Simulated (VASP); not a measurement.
# TiSi2 (Cmcm) in VASP: further runs

TiSi2 is run at these levels: PBE; tasks: single point.

Everything below comes from runs of VASP 6.6.1. Logs are shortened: lines on timing, memory, paths and dates and some standing lists are left out, and cuts for length are marked.

## 1. The cell of the first run

It takes space group Cmcm (No. 63, orthorhombic). The conventional cell has a = 3.577 Å, b = 14.047 Å, c = 3.609 Å, α = 90.00°, β = 90.00°, γ = 90.00°. Within 3.7 Å of Ti (site symmetry m2m) lie 10 Si at 2.62 to 2.90 Å and 6 Ti at 3.41 to 3.61 Å. Si (site symmetry m2m) has 6 Si at 2.45 to 3.23 Å and 6 Ti at 2.62 to 2.90 Å within 3.3 Å. Within 3.4 Å of Si (site symmetry m2m) lie 8 Si at 2.54 to 3.23 Å and 4 Ti at 2.73 to 2.74 Å.

## 2. Single point, PBE (15.11 Å³/atom)

File INCAR:

```
  ALGO = Normal
  EDIFF = 1E-6
  ENCUT = 520
  GGA = PE
  ISIF = 2
  ISMEAR = 0
  LASPH = T
  LCHARG = F
  LREAL = F
  LWAVE = F
  NBANDS = 29
  NELM = 60
  PREC = Accurate
  SIGMA = 0.15
```

File KPOINTS:

```
k-points
0
Gamma
  12 12 12
```

File POSCAR:

```
TiSi2
1.0
    1.7886218179     -7.0232847521      0.0000000000
    1.7886218179      7.0232847521      0.0000000000
    0.0000000000      0.0000000000      3.6092181793
Ti Si
2 4
Direct
    0.8968075258      0.1031924742      0.7500000000
    0.1031924742      0.8968075258      0.2500000000
    0.5591373591      0.4408626409      0.7500000000
    0.4408626409      0.5591373591      0.2500000000
    0.2498287182      0.7501712818      0.7500000000
    0.7501712818      0.2498287182      0.2500000000
```

Potentials or basis: VASP PAW PBE potentials, release 64 (Ti_sv, Si).

Run with:

```sh
cat potpaw_PBE.64/Ti_sv/POTCAR potpaw_PBE.64/Si/POTCAR > POTCAR
mpirun -np 1 vasp_std > vasp.out
```

OUTCAR:

```text
EDIFF = 1E-6
   ENCUT = 520
   GGA = PE
   ISIF = 2
   ISMEAR = 0
   LASPH = T
   LREAL = F
   NELM = 60
   PREC = Accurate

 ion  position               nearest neighbor table
   1  0.897  0.103  0.750-   4 2.62   4 2.62   4 2.62   4 2.62   5 2.73   5 2.73   6 2.74   6 2.74
                             3 2.90   3 2.90
   2  0.103  0.897  0.250-   3 2.62   3 2.62   3 2.62   3 2.62   6 2.73   6 2.73   5 2.74   5 2.74
                             4 2.90   4 2.90
   3  0.559  0.441  0.750-   4 2.45   4 2.45   2 2.62   2 2.62   2 2.62   2 2.62   1 2.90   1 2.90

   4  0.441  0.559  0.250-   3 2.45   3 2.45   1 2.62   1 2.62   1 2.62   1 2.62   2 2.90   2 2.90

   5  0.250  0.750  0.750-   6 2.54   6 2.54   6 2.54   6 2.54   1 2.73   1 2.73   2 2.74   2 2.74

   6  0.750  0.250  0.250-   5 2.54   5 2.54   5 2.54   5 2.54   2 2.73   2 2.73   1 2.74   1 2.74

  LATTYP: Found a base centered orthorhombic cell.
 ALAT       =     3.5772436358
 B/A-ratio  =     3.9266460253
 C/A-ratio  =     1.0089383186

  Lattice vectors:

 A1 = (   1.7886218179,  -7.0232847521,   0.0000000000)
 A2 = (   1.7886218179,   7.0232847521,   0.0000000000)
 A3 = (   0.0000000000,   0.0000000000,   3.6092181793)

Analysis of symmetry for initial positions (statically):
=====================================================================
 Subroutine PRICEL returns:
 Original cell was already a primitive cell.

 Routine SETGRP: Setting up the symmetry group for a
 base centered orthorhombic supercell.

 Subroutine GETGRP returns: Found  8 space group operations
 (whereof  4 operations were pure point group operations)
 out of a pool of  8 trial point group operations.

The static configuration has the point symmetry C_2h.
 The point group associated with its full space group is D_2h.

Analysis of symmetry for dynamics (positions and initial velocities):
=====================================================================
 Subroutine PRICEL returns:
 Original cell was already a primitive cell.

 Routine SETGRP: Setting up the symmetry group for a
 base centered orthorhombic supercell.

 Subroutine GETGRP returns: Found  8 space group operations
 (whereof  4 operations were pure point group operations)
 out of a pool of  8 trial point group operations.

The dynamic configuration has the point symmetry C_2h.
 The point group associated with its full space group is D_2h.

 Subroutine INISYM returns: Found  8 space group operations
 (whereof  4 operations are pure point group operations),
 and found     1 'primitive' translations

----------------------------------------------------------------------------------------

                                     Primitive cell

  volume of cell :      90.6780

  direct lattice vectors                    reciprocal lattice vectors
     1.788621818 -7.023284752  0.000000000     0.279544840 -0.071191760  0.000000000
     1.788621818  7.023284752  0.000000000     0.279544840  0.071191760  0.000000000
     0.000000000  0.000000000  3.609218179     0.000000000  0.000000000  0.277068315

  length of vectors
     7.247461398  7.247461398  3.609218179     0.288467649  0.288467649  0.277068315

  position of ions in fractional coordinates (direct lattice)
     0.896807526  0.103192474  0.750000000
     0.103192474  0.896807526  0.250000000
     0.559137359  0.440862641  0.750000000
     0.440862641  0.559137359  0.250000000
     0.249828718  0.750171282  0.750000000
     0.750171282  0.249828718  0.250000000

  ion indices of the primitive-cell ions
   primitive index   ion index
                 1           1
                 2           2
                 3           3
                 4           4
                 5           5
                 6           6

----------------------------------------------------------------------------------------

 KPOINTS: k-points

Automatic generation of k-mesh.
 Grid dimensions read from file:
 generate k-points for:   12   12   12

 Generating k-lattice:

  Cartesian coordinates                     Fractional coordinates (reciprocal lattice)
     0.023295403 -0.005932647  0.000000000     0.083333333 -0.000000000  0.000000000
     0.023295403  0.005932647  0.000000000    -0.000000000  0.083333333  0.000000000
     0.000000000  0.000000000  0.023089026     0.000000000  0.000000000  0.083333333

  Length of vectors
     0.024038971  0.024038971  0.023089026

  Shift w.r.t. Gamma in fractional coordinates (k-lattice)
     0.000000000  0.000000000  0.000000000

 Subroutine IBZKPT returns following result:
 ===========================================

 Found    301 irreducible k-points:

 Following reciprocal coordinates:
            Coordinates               Weight
  0.000000  0.000000  0.000000      1.000000
  0.083333  0.000000  0.000000      4.000000
  0.166667 -0.000000  0.000000      4.000000
  0.250000  0.000000  0.000000      4.000000
  0.333333 -0.000000  0.000000      4.000000
  0.416667  0.000000  0.000000      4.000000
[... 16 lines left out ...]
  0.500000  0.166667  0.000000      4.000000
 -0.416667  0.166667  0.000000      4.000000
 [... further k-points ...]
   k-points           NKPTS =    301   k-points in BZ     NKDIM =    301   number of bands    NBANDS=     29
   number of dos      NEDOS =    301   number of ions     NIONS =      6
   total plane-waves  NPLWV =  81648
   dimension x,y,z NGX =    54 NGY =   54 NGZ =   28
   dimension x,y,z NGXF=   108 NGYF=  108 NGZF=   56
   ions per type =               2   4
   NGX,Y,Z   is equivalent  to a cutoff of  12.39, 12.39, 12.90 a.u.
   NGXF,Y,Z  is equivalent  to a cutoff of  24.77, 24.77, 25.79 a.u.
 SYSTEM =  unknown system
   PREC   = accura    normal or accurate (medium, high low for compatibility)
   ISTART =      0    job   : 0-new  1-cont  2-samecut
   ICHARG =      2    charge: 1-file 2-atom 10-const
   ISPIN  =      1    spin polarized calculation?
   LNONCOLLINEAR =      F non collinear calculations
   LSORBIT =      F    spin-orbit coupling
   LASPH  =      T    aspherical Exc in radial PAW
   ENCUT  =  520.0 eV  38.22 Ry    6.18 a.u.  13.48 13.48  6.71*2*pi/ulx,y,z
   NELM   =     60;   NELMIN=  2; NELMDL= -5     # of ELM steps
   EDIFF  = 0.1E-05   stopping-criterion for ELM
   LREAL  =      F    real-space projection
   EDIFFG = 0.1E-04   stopping-criterion for IOM
   NSW    =      0    number of steps for IOM
   IBRION =     -1    ionic relax: 0-MD 1-quasi-New 2-CG
   NFREE  =      0    steps in history (QN), initial steepest desc. (CG)
   ISIF   =      2    stress and relaxation
   ISYM   =      2    0-nonsym 1-usesym 2-fastsym
   POTIM  = 0.5000    time-step for ionic-motion
   TEBEG  =    0.0;   TEEND  =   0.0 temperature during run
   PSTRESS=    0.0 pullay stress
   NELECT =      40.0000    total number of electrons
   NUPDOWN=      -1.0000    fix difference up-down
   EMIN   =  10.00;   EMAX   =-10.00  energy-range for DOS
   EFERMI =   0.00;   METHOD = LEGACY
   ISMEAR =     0;   SIGMA  =   0.15  broadening in eV -4-tet -1-fermi 0-gaus
   EFERMI_NEDOS =   21; number of points for ismear=-14 and -15
   IALGO  =     38    algorithm
   IMIX   =      4    mixing-type and parameters
     AMIX     =   0.40;   BMIX     =  1.00
     AMIX_MAG =   1.60;   BMIX_MAG =  1.00
  volume/ion in A,a.u.               =      15.11       101.99
  Fermi-wavevector in a.u.,A,eV,Ry     =   1.246218  2.355011 21.130671  1.553060
  Thomas-Fermi vector in A             =   2.380406
   LORBIT       =      0    0 simple, 1 ext, 2 COOP (PROOUT), +10 PAW based schemes
   GGA     = PE    functional components
   LHFCALC =     F    Hartree Fock is set to
   AEXX    =    0.0000 exact exchange contribution
   IVDW    =     0    specifies the selected vdW correction
   LEPSILON=     F    determine dielectric tensor
   LRPA    =     F    only Hartree local field effects (RPA)
 non-spin polarized calculation
 Gauss-broadening in eV      SIGMA  =   0.15
  energy-cutoff  :      520.00
  volume of cell :       90.68
 maximum number of plane-waves:      2464
 NGX is ok and might be reduce to    54
   NGX = 27   NGY = 27   NGZ = 13

 number of electron      40.0000004 magnetization

 Free energy of the ion-electron system (eV)
  ---------------------------------------------------
  ext. energy  EPLUGINS =         0.00000000
  ---------------------------------------------------
  free energy    TOTEN  =       -40.65138826 eV

  energy without entropy =      -40.63297564  energy(sigma->0) =      -40.64218195

 E-fermi :   9.7512     XC(G=0): -11.3575

 val. band max:        9.7489203051   @ k =   0.4167   0.4167   0.0000
 cond. band min:       9.7520547038   @ k =  -0.3333   0.3333   0.4167
 fundamental gap:      0.0031343988
 Fermi energy:         9.7512031369

 k-point     1 :       0.0000    0.0000    0.0000
  band No.  band energies     occupation
      1     -47.2415      2.00000
      2     -47.2355      2.00000
      3     -23.5720      2.00000
      4     -23.5307      2.00000
      5     -23.5220      2.00000
      6     -23.5125      2.00000
[... 21 lines left out ...]
     28      12.4280      0.00000
     29      12.6251      0.00000

 k-point     2 :       0.0833    0.0000    0.0000
  band No.  band energies     occupation
      1     -47.2412      2.00000
      2     -47.2353      2.00000
      3     -23.5713      2.00000
      4     -23.5348      2.00000
      5     -23.5258      2.00000
      6     -23.5121      2.00000
[... 21 lines left out ...]
     28      12.5059      0.00000
     29      12.7734      0.00000

 k-point     3 :       0.1667   -0.0000    0.0000
  band No.  band energies     occupation
      1     -47.2406      2.00000
      2     -47.2347      2.00000
      3     -23.5695      2.00000
      4     -23.5460      2.00000
      5     -23.5362      2.00000
      6     -23.5111      2.00000
[... 21 lines left out ...]
     28      12.6161      0.00000
     29      12.8969      0.00000

 k-point     4 :       0.2500    0.0000    0.0000
  band No.  band energies     occupation
      1     -47.2397      2.00000
      2     -47.2339      2.00000
      3     -23.5672      2.00000
      4     -23.5612      2.00000
      5     -23.5503      2.00000
      6     -23.5096      2.00000
[... 21 lines left out ...]
     28      12.6247      0.00000
     29      13.5324      0.00000

 k-point     5 :       0.3333   -0.0000    0.0000
  band No.  band energies     occupation
      1     -47.2389      2.00000
      2     -47.2331      2.00000
      3     -23.5767      2.00000
      4     -23.5650      2.00000
      5     -23.5637      2.00000
      6     -23.5081      2.00000
[... 21 lines left out ...]
     28      12.4759      0.00000
     29      13.3464      0.00000
[... 510 lines left out ...]
     28      12.5664      0.00000
     29      12.7355      0.00000

 k-point    22 :       0.4167    0.1667    0.0000
  band No.  band energies     occupation
      1     -47.2382      2.00000
      2     -47.2325      2.00000
      3     -23.5879      2.00000
      4     -23.5747      2.00000
      5     -23.5620      2.00000
      6     -23.5070      2.00000
[... 21 lines left out ...]
     28      12.5000      0.00000
     29      12.9640      0.00000

 k-point    23 :       0.5000    0.1667    0.0000
  band No.  band energies     occupation
      1     -47.2388      2.00000
      2     -47.2331      2.00000
      3     -23.5770      2.00000
      4     -23.5646      2.00000
      5     -23.5629      2.00000
      6     -23.5082      2.00000
[... 21 lines left out ...]
     28      12.5874      0.00000
     29      12.8694      0.00000

 k-point    24 :      -0.4167    0.1667    0.0000
  band No.  band energies     occupation
      1     -47.2397      2.00000
      2     -47.2339      2.00000
      3     -23.5663      2.00000
      4     -23.5608      2.00000
      5     -23.5502      2.00000
      6     -23.5095      2.00000
[... 21 lines left out ...]
     28      12.4336      0.00000
     29      13.1866      0.00000

 [... further k-points ...]

------------------------ aborting loop because EDIFF is reached ----------------------------------------

  FORCE on cell =-STRESS in cart. coord.  units (eV):
  Direction    XX          YY          ZZ          XY          YZ          ZX
  --------------------------------------------------------------------------------------
  -------------------------------------------------------------------------------------
  Total       -2.4729127     -4.5929319     -2.9227815      0.0000000     -0.0000000      0.0000000
  in kB      -43.6935608    -81.1518932    -51.6422311      0.0000000     -0.0000000      0.0000000
  external PRESSURE =     -58.8292284 kB  Pullay stress =       0.0000000 kB

 VOLUME and BASIS-vectors are now :
 -----------------------------------------------------------------------------
  energy-cutoff  :      520.00
  volume of cell :       90.68
      direct lattice vectors                 reciprocal lattice vectors
     1.788621818 -7.023284752  0.000000000     0.279544840 -0.071191760  0.000000000
     1.788621818  7.023284752  0.000000000     0.279544840  0.071191760  0.000000000
     0.000000000  0.000000000  3.609218179     0.000000000  0.000000000  0.277068315

 POSITION                                       TOTAL-FORCE (eV/Angst)
 -----------------------------------------------------------------------------------
      1.78862     -5.57378      2.70691         0.000000      0.299295     -0.000000
      1.78862      5.57378      0.90230         0.000000     -0.299295     -0.000000
      1.78862     -0.83068      2.70691         0.000000      0.250910      0.000000
      1.78862      0.83068      0.90230         0.000000     -0.250910      0.000000
      1.78862      3.51405      2.70691         0.000000     -0.011269      0.000000
      1.78862     -3.51405      0.90230         0.000000      0.011269      0.000000
 -----------------------------------------------------------------------------------
    total drift:                               -0.000000     -0.000000      0.000000

  FREE ENERGIE OF THE ION-ELECTRON SYSTEM (eV)
  ---------------------------------------------------
  free  energy   TOTEN  =       -40.6513882603 eV

  energy  without entropy=      -40.6329756359  energy(sigma->0) =      -40.64218195
```

It took 11 min on 1 thread of Intel Xeon 6975P-C (Granite Rapids), shared host; peak memory 0.75 GiB.

Results:

- Free energy: -40.6514 eV
- Pressure: -5.9 GPa
- Largest force: 0.299 eV/Å
- Band gap on the k mesh: zero (bands 20 and 21 overlap by 0.93 eV)

Forces on the atoms (eV/Å):
```
Ti   0.000  0.299  0.000
Ti   0.000 -0.299  0.000
Si   0.000  0.251  0.000
Si   0.000 -0.251  0.000
Si   0.000 -0.011  0.000
Si   0.000  0.011  0.000
```

Caveat: the cell stands under tension.

## 3. Single point, PBE (15.11 Å³/atom)

File INCAR:

```
SYSTEM = TiSi2
ALGO = Normal
EDIFF = 1E-6
ENCUT = 520
GGA = PE
ISIF = 2
ISMEAR = 0
LASPH = .True.
LCHARG = .False.
LREAL = .False.
LWAVE = .False.
NBANDS = 29
NELM = 60
PREC = Accurate
SIGMA = 0.15
```

File KPOINTS:

```
k-points
0
Gamma
  12 12 12
  0 0 0
```

POSCAR, as its differences from that of step 2:

```diff
@@ -2,5 +2,5 @@
 1.0
-    1.7886218179     -7.0232847521      0.0000000000
-    1.7886218179      7.0232847521      0.0000000000
-    0.0000000000      0.0000000000      3.6092181793
+    1.7570325019     -7.2780952407      0.0000000000
+    1.7570325019      7.2780952407      0.0000000000
+    0.0000000000      0.0000000000      3.5454748366
 Ti Si
```

Potentials or basis: VASP PAW PBE potentials, release 64 (Ti_sv, Si).

Run with:

```sh
cat potpaw_PBE.64/Ti_sv/POTCAR potpaw_PBE.64/Si/POTCAR > POTCAR
mpirun -np 1 vasp_std > vasp.out
```

Wall time 10 min (1 thread of Intel Xeon 6975P-C (Granite Rapids), shared host); peak memory 0.75 GiB.

It converged, with:

```
Free energy            : -40.4900 eV
Pressure               : -4.3 GPa
Largest force          : 0.600 eV/Å
Band gap on the k mesh : zero (bands 20 and 21 overlap by 0.86 eV)
```

Forces on the atoms (eV/Å):
```
Ti   0.000  0.600  0.000
Ti   0.000 -0.600  0.000
Si   0.000  0.490  0.000
Si   0.000 -0.490  0.000
Si   0.000 -0.020  0.000
Si   0.000  0.020  0.000
```

Stress tensor (GPa, compression positive):
```
  0.18   0.00   0.00
  0.00 -12.70   0.00
  0.00   0.00  -0.40
```

Levels at points of the mesh, in eV from the Fermi level:
```
           k point  band 17  band 18  band 19  band 20  band 21  band 22  band 23  band 24
(0.00, 0.00, 0.00)    -2.01    -1.91    -1.64     0.57     0.63     0.81     0.85     1.18
(0.50, 0.00, 0.00)    -1.81    -1.39    -0.71    -0.39    -0.29     1.24     1.40     1.68
(0.50, 0.50, 0.00)    -2.06    -1.50    -1.49     0.53     0.72     0.85     0.85     1.04
(0.00, 0.00, 0.50)    -1.79    -1.79     0.01     0.01     0.32     0.32     1.52     1.52
(0.50, 0.00, 0.50)    -3.37    -3.37    -2.29    -2.29     1.41     1.41     1.91     1.91
(0.50, 0.50, 0.50)    -1.73    -1.73    -0.53    -0.53     0.29     0.29     1.65     1.65
```

Caveat: the cell stands under tension.
